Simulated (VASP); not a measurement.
# As (Fm-3m) in VASP: notebook, part 2 of 2

VASP 6.6.1.

### Step 5. Single point, r2SCAN (volume scaled by 1.12)

POSCAR reads:

```
As
1.0
    0.0000000000      2.2035342990      2.2035342990
    2.2035342990      0.0000000000      2.2035342990
    2.2035342990      2.2035342990      0.0000000000
As
1
Direct
    0.0000000000      0.0000000000      0.0000000000
```

INCAR.step1 reads:

```
PREC     = Accurate       # precision mode
ENCUT    = 520            # plane-wave cutoff, eV
ISMEAR   = -1             # smearing method
SIGMA    = 0.1            # smearing width, eV
LREAL    = F              # projectors in reciprocal space
LASPH    = T              # aspherical terms in the spheres
NELM     = 80             # most SCF steps
NBANDS   = 8              # bands
GGA      = PE             # functional
ALGO     = Normal         # electronic algorithm
EDIFF    = 1E-4           # SCF threshold, eV
LWAVE    = T              # write WAVECAR
LCHARG   = F              # write CHGCAR
```

INCAR.step2 reads:

```
PREC     = Accurate       # precision mode
ENCUT    = 520            # plane-wave cutoff, eV
EDIFF    = 1E-6           # SCF threshold, eV
ISMEAR   = -1             # smearing method
SIGMA    = 0.1            # smearing width, eV
LREAL    = F              # projectors in reciprocal space
LASPH    = T              # aspherical terms in the spheres
NELM     = 80             # most SCF steps
ALGO     = Normal         # electronic algorithm
ISIF     = 2              # what is computed and relaxed
LWAVE    = F              # write WAVECAR
LCHARG   = F              # write CHGCAR
METAGGA  = R2SCAN         # meta-GGA
LMIXTAU  = T            
NBANDS   = 8              # bands
ISTART   = 1
```

KPOINTS reads:

```
Automatic mesh
0
Gamma
  14 14 14
```

Potentials or basis: VASP PAW PBE potentials, release 64 (As).

On the command line:

```sh
$ cat potpaw_PBE.64/As/POTCAR > POTCAR
$ cp INCAR.step1 INCAR
$ mpirun -np 1 vasp_std > vasp.out
$ cp INCAR.step2 INCAR
$ mpirun -np 1 vasp_std > vasp.out
```

OUTCAR:

```text
PREC = Accurate
   ENCUT = 520
   EDIFF = 1E-6
   ISMEAR = -1
   LREAL = F
   LASPH = T
   NELM = 80
   ISIF = 2
   METAGGA = R2SCAN
   ISTART = 1

 ion  position               nearest neighbor table
   1  0.000  0.000  0.000-

  LATTYP: Found a face centered cubic cell.
 ALAT       =     4.4070685980

  Lattice vectors:

 A1 = (   0.0000000000,   2.2035342990,   2.2035342990)
 A2 = (   2.2035342990,   0.0000000000,   2.2035342990)
 A3 = (   2.2035342990,   2.2035342990,   0.0000000000)

Analysis of symmetry for initial positions (statically):
=====================================================================
 Subroutine PRICEL returns:
 Original cell was already a primitive cell.

 Routine SETGRP: Setting up the symmetry group for a
 face centered cubic supercell.

 Subroutine GETGRP returns: Found 48 space group operations
 (whereof 48 operations were pure point group operations)
 out of a pool of 48 trial point group operations.

The static configuration has the point symmetry O_h .

Analysis of symmetry for dynamics (positions and initial velocities):
=====================================================================
 Subroutine PRICEL returns:
 Original cell was already a primitive cell.

 Routine SETGRP: Setting up the symmetry group for a
 face centered cubic supercell.

 Subroutine GETGRP returns: Found 48 space group operations
 (whereof 48 operations were pure point group operations)
 out of a pool of 48 trial point group operations.

The dynamic configuration has the point symmetry O_h .

 Subroutine INISYM returns: Found 48 space group operations
 (whereof 48 operations are pure point group operations),
[... 102 lines left out ...]
   POTIM  = 0.5000    time-step for ionic-motion
   TEBEG  =    0.0;   TEEND  =   0.0 temperature during run
   PSTRESS=    0.0 pullay stress
   NELECT =       5.0000    total number of electrons
   NUPDOWN=      -1.0000    fix difference up-down
   EMIN   =  10.00;   EMAX   =-10.00  energy-range for DOS
   EFERMI =   0.00;   METHOD = LEGACY
   ISMEAR =    -1;   SIGMA  =   0.10  broadening in eV -4-tet -1-fermi 0-gaus
   EFERMI_NEDOS =   21; number of points for ismear=-14 and -15
   IALGO  =     38    algorithm
   IMIX   =      4    mixing-type and parameters
     AMIX     =   0.40;   BMIX     =  1.00
     AMIX_MAG =   1.60;   BMIX_MAG =  1.00
  volume/ion in A,a.u.               =      21.40       144.41
  Fermi-wavevector in a.u.,A,eV,Ry     =   1.008328  1.905463 13.833379  1.016725
  Thomas-Fermi vector in A             =   2.141188
   LORBIT       =      0    0 simple, 1 ext, 2 COOP (PROOUT), +10 PAW based schemes
   METAGGA = R2SCAN    functional components
   LHFCALC =     F    Hartree Fock is set to
   AEXX    =    0.0000 exact exchange contribution
   IVDW    =     0    specifies the selected vdW correction
   LEPSILON=     F    determine dielectric tensor
   LRPA    =     F    only Hartree local field effects (RPA)
 non-spin polarized calculation
  energy-cutoff  :      520.00
  volume of cell :       21.40
 maximum number of plane-waves:       588
   NGX = 11   NGY = 11   NGZ = 11

 number of electron       5.0000000 magnetization

 Free energy of the ion-electron system (eV)
  ---------------------------------------------------
  ext. energy  EPLUGINS =         0.00000000
  ---------------------------------------------------
  free energy    TOTEN  =       -13.89920291 eV

  energy without entropy =      -13.87223329  energy(sigma->0) =      -13.88571810

 E-fermi :   5.1907     XC(G=0): -10.7993

 val. band max:        5.1140566730   @ k =  -0.4286   0.5000   0.0714
 cond. band min:       5.2378843747   @ k =   0.2143   0.0000   0.0000
 fundamental gap:      0.1238277017
 Fermi energy:         5.1907218463

 k-point     1 :       0.0000    0.0000    0.0000
  band No.  band energies     occupation
      1      -9.7263      2.00000
      2      10.2549      0.00000
      3      10.2549      0.00000
      4      10.2549      0.00000
      5      17.6426      0.00000
      6      17.6426      0.00000
      7      17.6426      0.00000
      8      18.6993      0.00000
[... 243 lines left out ...]
 k-point    24 :       0.2857    0.1429    0.0000
  band No.  band energies     occupation
      1      -8.1066      2.00000
      2       4.6340      1.99239
      3       7.9815      0.00000
      4       8.1664      0.00000
      5      14.7803      0.00000
      6      16.6315      0.00000
      7      19.8270      0.00000
      8      20.4494      0.00000

 [... further k-points ...]
[... 5 lines left out ...]
  --------------------------------------------------------------------------------------
  -------------------------------------------------------------------------------------
  Total       -0.9903447     -0.9903447     -0.9903447     -0.0000000      0.0000000     -0.0000000
  in kB      -74.1493837    -74.1493837    -74.1493837     -0.0000000      0.0000000     -0.0000000
  external PRESSURE =     -74.1493837 kB  Pullay stress =       0.0000000 kB

 VOLUME and BASIS-vectors are now :
 -----------------------------------------------------------------------------
  energy-cutoff  :      520.00
  volume of cell :       21.40
      direct lattice vectors                 reciprocal lattice vectors
     0.000000000  2.203534299  2.203534299    -0.226908199  0.226908199  0.226908199
     2.203534299  0.000000000  2.203534299     0.226908199 -0.226908199  0.226908199
     2.203534299  2.203534299  0.000000000     0.226908199  0.226908199 -0.226908199

 POSITION                                       TOTAL-FORCE (eV/Angst)
 -----------------------------------------------------------------------------------
      0.00000      0.00000      0.00000         0.000000      0.000000      0.000000
 -----------------------------------------------------------------------------------
    total drift:                               -0.000000      0.000000      0.000000

  FREE ENERGIE OF THE ION-ELECTRON SYSTEM (eV)
  ---------------------------------------------------
  free  energy   TOTEN  =       -13.8992029074 eV

  energy  without entropy=      -13.8722332948  energy(sigma->0) =      -13.88571810
```

Wall time 58 s (1 thread of AMD EPYC 9R45 (Zen 5), shared host); peak memory 0.12 GiB.

What came out:

* Free energy: -13.8992 eV
* Pressure: -7.4 GPa

Levels at points of the mesh, in eV from the Fermi level:
| k point | band 1 | band 2 | band 3 | band 4 | band 5 |
| --- | --- | --- | --- | --- | --- |
| (0.00, 0.00, 0.00) | -14.92 | 5.06 | 5.06 | 5.06 | 12.45 |
| (0.50, 0.00, 0.00) | -10.98 | -6.28 | 3.51 | 3.51 | 9.61 |
| (0.50, 0.50, 0.00) | -9.35 | -5.34 | 0.39 | 0.39 | 5.55 |

Caveat: the PAW data sets were made with another functional, which shifts forces and pressure a little.

### Step 6. Overview

| cell | gap on the mesh (eV) | pressure (GPa) |
| --- | --- | --- |
| a = 3.001 Å, angles 60.0°, 1 atom | none | -0.2 |
| a = 3.040 Å, angles 60.0°, 1 atom | none | -3.2 |
| a = 3.079 Å, angles 60.0°, 1 atom | none | -5.5 |
| a = 3.116 Å, angles 60.0°, 1 atom | none | -7.4 |

Alike in all rows: task single point; level r2SCAN; potentials or basis VASP PAW PBE potentials, release 64 (As); no spin polarisation; k mesh 14 × 14 × 14; cutoff (eV) 520; smearing fermi-dirac 0.1 eV.

Caveats: the PAW data sets were made with another functional, which shifts forces and pressure a little.

Total energies depend on the potentials used, so only differences within one code and one set of settings carry meaning.
